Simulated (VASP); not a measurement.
# Sr in VASP: a series of runs, part 2 of 2

VASP 6.6.1. Earlier steps stand in the parts before.

## (3) Single point, PBEsol (strain -0.080 along x and y, -0.040 along z)

The input, INCAR:

```
SYSTEM = Sr
ALGO = Normal
EDIFF = 1E-7
ENCUT = 520
GGA = PS
ISIF = 2
ISMEAR = 0
LASPH = .True.
LCHARG = .True.
LELF = .True.
LREAL = .False.
LVHAR = .True.
LWAVE = .False.
NBANDS = 11
NELM = 80
PREC = Accurate
SIGMA = 0.03
```

The input, KPOINTS:

```
k-points
0
Gamma
  10 10 10
  0 0 0
```

The input, POSCAR:

```
Sr
1.0
    0.0000000000      2.7989620000      2.9206560000
    2.7989620000      0.0000000000      2.9206560000
    2.7989620000      2.7989620000      0.0000000000
Sr
1
Direct
    0.0000000000      0.0000000000      0.0000000000
```

Potentials or basis: VASP PAW PBE potentials, release 64 (Sr_sv).

Command:

```
cat potpaw_PBE.64/Sr_sv/POTCAR > POTCAR
mpirun -np 1 vasp_std > vasp.out
```

OUTCAR:

```text
SYSTEM = Sr
   EDIFF = 1E-7
   ENCUT = 520
   GGA = PS
   ISIF = 2
   ISMEAR = 0
   LASPH = .True.
   LREAL = .False.
   NELM = 80
   PREC = Accurate

 ion  position               nearest neighbor table
   1  0.000  0.000  0.000-

  LATTYP: Found a body centered tetragonal cell.
 ALAT       =     3.9583300210
 C/A-ratio  =     1.4757011086

  Lattice vectors:

 A1 = (  -2.7989620000,   0.0000000000,   2.9206560000)
 A2 = (   2.7989620000,   0.0000000000,   2.9206560000)
 A3 = (   0.0000000000,   2.7989620000,  -2.9206560000)

Analysis of symmetry for initial positions (statically):
=====================================================================
 Subroutine PRICEL returns:
 Original cell was already a primitive cell.

 Routine SETGRP: Setting up the symmetry group for a
 body centered tetragonal supercell.

 Subroutine GETGRP returns: Found 16 space group operations
 (whereof 16 operations were pure point group operations)
 out of a pool of 16 trial point group operations.

The static configuration has the point symmetry D_4h.

[... 165 lines left out ...]
 k-point     1 :       0.0000    0.0000    0.0000
  band No.  band energies     occupation
      1     -34.0381      2.00000
      2     -15.8939      2.00000
      3     -15.8850      2.00000
      4     -15.8850      2.00000
      5      -1.7697      2.00000
      6       4.5108      0.00000
      7       4.7760      0.00000
      8       4.7760      0.00000
      9       6.2332      0.00000
     10       6.6956      0.00000
     11       9.8673      0.00000
[... 309 lines left out ...]
 k-point    24 :       0.4000    0.3000    0.0000
  band No.  band energies     occupation
      1     -34.0056      2.00000
      2     -16.1735      2.00000
      3     -15.9914      2.00000
      4     -15.9747      2.00000
      5       0.6784      2.00000
      6       2.7217      0.00000
      7       3.4693      0.00000
      8       6.2587      0.00000
      9       6.6743      0.00000
     10       7.7007      0.00000
     11       9.8536      0.00000

 [... further k-points ...]

------------------------ aborting loop because EDIFF is reached ----------------------------------------

  FORCE on cell =-STRESS in cart. coord.  units (eV):
  Direction    XX          YY          ZZ          XY          YZ          ZX
  --------------------------------------------------------------------------------------
  -------------------------------------------------------------------------------------
  Total        0.5730334      0.5730334      0.5106263      0.0000000      0.0000000      0.0000000
  in kB       20.0625483     20.0625483     17.8776047      0.0000000      0.0000000      0.0000000
  external PRESSURE =      19.3342338 kB  Pullay stress =       0.0000000 kB

 VOLUME and BASIS-vectors are now :
 -----------------------------------------------------------------------------
  energy-cutoff  :      520.00
  volume of cell :       45.76
      direct lattice vectors                 reciprocal lattice vectors
     0.000000000  2.798962000  2.920656000    -0.178637652  0.178637652  0.171194417
     2.798962000  0.000000000  2.920656000     0.178637652 -0.178637652  0.171194417
     2.798962000  2.798962000  0.000000000     0.178637652  0.178637652 -0.171194417

 POSITION                                       TOTAL-FORCE (eV/Angst)
 -----------------------------------------------------------------------------------
      0.00000      0.00000      0.00000        -0.000000      0.000000      0.000000
 -----------------------------------------------------------------------------------
    total drift:                               -0.000000     -0.000000      0.000000

  FREE ENERGIE OF THE ION-ELECTRON SYSTEM (eV)
  ---------------------------------------------------
  free  energy   TOTEN  =        -1.8056556370 eV

  energy  without entropy=       -1.8049819178  energy(sigma->0) =       -1.80531878
```

OSZICAR:

```text
N       E                     dE             d eps       ncg     rms          rms(c)
DAV:   1     0.335745625915E+02    0.33575E+02   -0.49301E+03  2244   0.802E+02
DAV:   2    -0.307870710608E+00   -0.33882E+02   -0.33252E+02  2652   0.152E+02
DAV:   3    -0.175398360143E+01   -0.14461E+01   -0.14336E+01  3237   0.232E+01
DAV:   4    -0.181392397148E+01   -0.59940E-01   -0.59724E-01  2883   0.433E+00
DAV:   5    -0.181596409286E+01   -0.20401E-02   -0.20400E-02  3127   0.548E-01    0.130E+01
DAV:   6    -0.180952845462E+01    0.64356E-02   -0.56572E-03  3289   0.800E-01    0.748E+00
DAV:   7    -0.180563389017E+01    0.38946E-02   -0.10879E-02  3481   0.105E+00    0.216E-01
DAV:   8    -0.180563683202E+01   -0.29418E-05   -0.26084E-04  2938   0.115E-01    0.513E-02
DAV:   9    -0.180565305190E+01   -0.16220E-04   -0.41100E-05  3384   0.337E-02    0.205E-02
DAV:  10    -0.180565620208E+01   -0.31502E-05   -0.50587E-06  2642   0.194E-02    0.103E-02
DAV:  11    -0.180565572065E+01    0.48143E-06   -0.51932E-07  2964   0.570E-03    0.169E-03
DAV:  12    -0.180565561962E+01    0.10103E-06   -0.47294E-08  1734   0.117E-03    0.237E-03
DAV:  13    -0.180565563704E+01   -0.17422E-07   -0.15677E-08  1314   0.850E-04
   1 F= -.18056556E+01 E0= -.18053188E+01  d E =-.673719E-03
```

stdout:

```text
POSCAR found type information on POSCAR Sr
 POSCAR found :  1 types and       1 ions
 scaLAPACK will be used
 -----------------------------------------------------------------------------
|                                                                             |
|                                                                             |
|     You enforced a specific xc type in the INCAR file but a different       |
|     I HOPE YOU KNOW WHAT YOU ARE DOING!                                     |
|                                                                             |
 -----------------------------------------------------------------------------

 LDA part: xc-table for (Slater+PW92), standard interpolation
 POSCAR, INCAR and KPOINTS ok, starting setup
 FFT: planning ... GRIDC
 FFT: planning ... GRID_SOFT
 FFT: planning ... GRID
 WAVECAR not read
 entering main loop
```

It took 77 s on 1 thread of Intel Xeon 8259CL, shared host; peak memory 0.2 GiB.

Results:

* Free energy: -1.8057 eV
* Pressure: 1.9 GPa
* Band gap on the k mesh: zero (bands 5 and 6 overlap by 0.01 eV)

Levels at points of the mesh, in eV from the Fermi level:
```
           k point  band 3  band 4  band 5  band 6  band 7  band 8
(0.00, 0.00, 0.00)  -18.05  -18.05   -3.94    2.35    2.61    2.61
(0.50, 0.00, 0.00)  -18.12  -18.09   -1.25    0.37    2.16    2.49
(0.50, 0.50, 0.00)  -18.17  -18.17   -0.94    0.22    1.26    5.66
(0.50, 0.00, 0.50)  -18.21  -18.18   -0.85    0.11    1.68    5.56
```

Caveat: the cell differs from its parent crystal (strain -0.080 along x and y, -0.040 along z); the PAW data sets were made with another functional, which shifts forces and pressure a little.

## (4) Single point, PBEsol (strain +0.000 along x and y, +0.040 along z)

The input, INCAR:

```
  ALGO = Normal
  EDIFF = 1E-6
  ENCUT = 520
  GGA = PS
  ISIF = 2
  ISMEAR = 0
  LASPH = True
  LCHARG = False
  LREAL = False
  LWAVE = False
  NBANDS = 11
  NELM = 80
  PREC = Accurate
  SIGMA = 0.03
```

The input, KPOINTS:

```
k-points
0
Gamma
  10 10 10
```

The input, POSCAR:

```
Sr
1.0
    0.0000000000      3.0423500000      3.1640440000
    3.0423500000      0.0000000000      3.1640440000
    3.0423500000      3.0423500000      0.0000000000
Sr
1
Direct
    0.0000000000      0.0000000000      0.0000000000
```

Command:

```
cat potpaw_PBE.64/Sr_sv/POTCAR > POTCAR
mpirun -np 1 vasp_std > vasp.out
```

Run time: 57 s. Hardware: 1 thread of Intel Xeon 8259CL, shared host; peak memory 0.23 GiB.

It converged, with:

- Free energy: -1.8100 eV
- Pressure: -1.2 GPa
- Band gap on the k mesh: zero (bands 5 and 6 overlap by 0.07 eV)

Stress tensor (GPa, compression positive):
```
-1.15  0.00  0.00
 0.00 -1.15  0.00
 0.00  0.00 -1.30
```

Levels at points of the mesh, in eV from the Fermi level:
```tsv
k point	band 3	band 4	band 5	band 6	band 7	band 8
(0.00, 0.00, 0.00)	-18.60	-18.60	-3.58	2.11	2.31	2.31
(0.50, 0.00, 0.00)	-18.63	-18.62	-1.13	-0.02	1.98	2.22
(0.50, 0.50, 0.00)	-18.65	-18.65	-0.68	0.42	0.70	4.62
(0.50, 0.00, 0.50)	-18.67	-18.66	-0.56	0.34	1.01	4.54
```

Caveat: the cell differs from its parent crystal (strain +0.000 along x and y, +0.040 along z); the PAW data sets were made with another functional, which shifts forces and pressure a little.

## (5) Single point, PBEsol (strain +0.040 along x and y, +0.080 along z)

The input, INCAR:

```
SYSTEM = Sr
ALGO     = Fast           ! electronic algorithm
EDIFF    = 1E-6           ! SCF threshold, eV
ENCUT    = 520            ! plane-wave cutoff, eV
GGA      = PS             ! functional
ISIF     = 2              ! what is computed and relaxed
ISMEAR   = 0              ! smearing method
LASPH    = .TRUE.         ! aspherical terms in the spheres
LCHARG   = .FALSE.        ! write CHGCAR
LREAL    = .FALSE.        ! projectors in reciprocal space
LWAVE    = .FALSE.        ! write WAVECAR
NBANDS   = 11             ! bands
NELM     = 80             ! most SCF steps
PREC     = Accurate       ! precision mode
SIGMA    = 0.03           ! smearing width, eV
```

The input, KPOINTS:

```
k-points
0
G
  10 10 10
  0 0 0
```

The input, POSCAR:

```
Sr
1.0
    0.0000000000      3.1640440000      3.2857380000
    3.1640440000      0.0000000000      3.2857380000
    3.1640440000      3.1640440000      0.0000000000
Sr
1
Direct
    0.0000000000      0.0000000000      0.0000000000
```

Command:

```
cat potpaw_PBE.64/Sr_sv/POTCAR > POTCAR
mpirun -np 1 vasp_std > vasp.out
```

It took 81 s on 1 thread of Intel Xeon 8259CL, shared host; peak memory 0.25 GiB.

It converged, with:

```yaml
Free_energy: -1.7383 eV
Pressure: -1.9 GPa
Band_gap_on_the_k_mesh: zero (bands 5 and 6 overlap by 0.20 eV)
```

Stress tensor (GPa, compression positive):
```
-1.89  0.00  0.00
 0.00 -1.89  0.00
 0.00  0.00 -2.04
```

Levels at points of the mesh, in eV from the Fermi level:
| k point | band 2 | band 3 | band 4 | band 5 | band 6 | band 7 | band 8 | band 9 |
| --- | --- | --- | --- | --- | --- | --- | --- | --- |
| (0.00, 0.00, 0.00) | -18.83 | -18.83 | -18.83 | -3.38 | 2.02 | 2.20 | 2.20 | 3.20 |
| (0.50, 0.00, 0.00) | -18.94 | -18.85 | -18.84 | -1.05 | -0.09 | 1.91 | 2.12 | 4.13 |
| (0.50, 0.50, 0.00) | -18.93 | -18.87 | -18.87 | -0.56 | 0.50 | 0.56 | 4.21 | 4.42 |
| (0.50, 0.00, 0.50) | -18.93 | -18.88 | -18.87 | -0.44 | 0.44 | 0.82 | 4.13 | 4.33 |

Caveat: the cell differs from its parent crystal (strain +0.040 along x and y, +0.080 along z); the PAW data sets were made with another functional, which shifts forces and pressure a little.

## (6) Summary

```csv
cell,gap on the mesh (eV),pressure (GPa)
"a = 4.475 Å, angles 60.0°, 1 atom",none,-1.7
"a = 4.045, b = 4.045, c = 3.958 Å, angles 60.7, 60.7, 58.6°, 1 atom",none,1.9
"a = 4.389, b = 4.389, c = 4.303 Å, angles 60.7, 60.7, 58.7°, 1 atom",none,-1.2
"a = 4.561, b = 4.561, c = 4.475 Å, angles 60.6, 60.6, 58.7°, 1 atom",none,-1.9
```

Alike in all rows: task single point; level PBEsol; potentials or basis VASP PAW PBE potentials, release 64 (Sr_sv); no spin polarisation; k mesh 10 × 10 × 10; cutoff (eV) 520; smearing gaussian 0.03 eV.

Caveats: the PAW data sets were made with another functional, which shifts forces and pressure a little.

Total energies depend on the potentials used, so only differences within one code and one set of settings carry meaning.
